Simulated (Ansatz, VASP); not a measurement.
TaN in VASP and in Ansatz

File INCAR:

```
ALGO = Normal
EDIFF = 1E-6
ENCUT = 600
GGA = PE
GGA_COMPAT = F
ISIF = 2
ISMEAR = -1
LASPH = T
LCHARG = T
LELF = T
LREAL = F
LVHAR = T
LWAVE = F
NBANDS = 24
NELM = 120
PREC = Accurate
SIGMA = 0.03
```

The input KPOINTS:

```
k-points
0
Gamma
  7 7 4
```

File POSCAR:

```
TaN
1.0
    3.0500000000      0.0000000000      0.0000000000
   -1.5250000000      2.6413774815      0.0000000000
    0.0000000000      0.0000000000      4.9400000000
Ta N
2 2
Direct
    0.3000000000      0.6500000000     -0.0057500000
    0.6666666667      0.3333333333      0.5000000000
    0.3333333333      0.6666666667      0.3850000000
    0.7000000000      0.3500000000      0.8907500000
```

Input for Ansatz:

```yaml
crystal:
  lattice:
    - [3.05, 0.0, 0.0]
    - [-1.525, 2.6413774815, 0.0]
    - [0.0, 0.0, 4.94]
  atoms:
    - { symbol: Ta, position: [0.3, 0.65, -0.00575] }
    - { symbol: Ta, position: [0.6666666667, 0.3333333333, 0.5] }
    - { symbol: "N", position: [0.3333333333, 0.6666666667, 0.385] }
    - { symbol: "N", position: [0.7, 0.35, 0.89075] }
kpoints:
  mp_grid: { grid: [7, 7, 4] }
scf:
  occupations: { method: fermi_dirac, width: 0.03 }
hamiltonian:
  xc: pbe
  pseudopotentials: { kind: all_electron, lapw: { basis_error: 0.001 } }
output:
  forces: true
  stress: true
  eigenvalues: true
  populations: true
```

Change from the starting cell: shortest bond scaled by 0.9, LAPW.

Alike in both runs: task single point; functional PBE; k mesh 7 × 7 × 4; occupations fermi-dirac, width 0.03 eV; no spin polarisation.

|  | VASP | Ansatz |
| --- | --- | --- |
| version | VASP 6.6.1 | Ansatz 0.2.0 |
| potentials or method | VASP PAW PBE potentials, release 64 (Ta_pv, N), cutoff 600 eV | all-electron LAPW, scalar-relativistic |

```csv
,VASP,Ansatz,Ansatz less VASP
pressure (GPa),147.5,141.6,-5.87
"traceless stress, the component that is largest in VASP (GPa)",34.07,32.55,-1.527
rms of the force components (eV/Å),4.278,4.077,-0.2005
```

Atom by atom the forces differ by 0.203 eV/Å (rms over components). Both programs put the cell under a high pressure, so it lies far from rest at this level. Ansatz ran all-electron here, and VASP with PAW potentials.

Neither program's run includes spin-orbit coupling. Noted on VASP's run: the cell as given lies far from equilibrium.
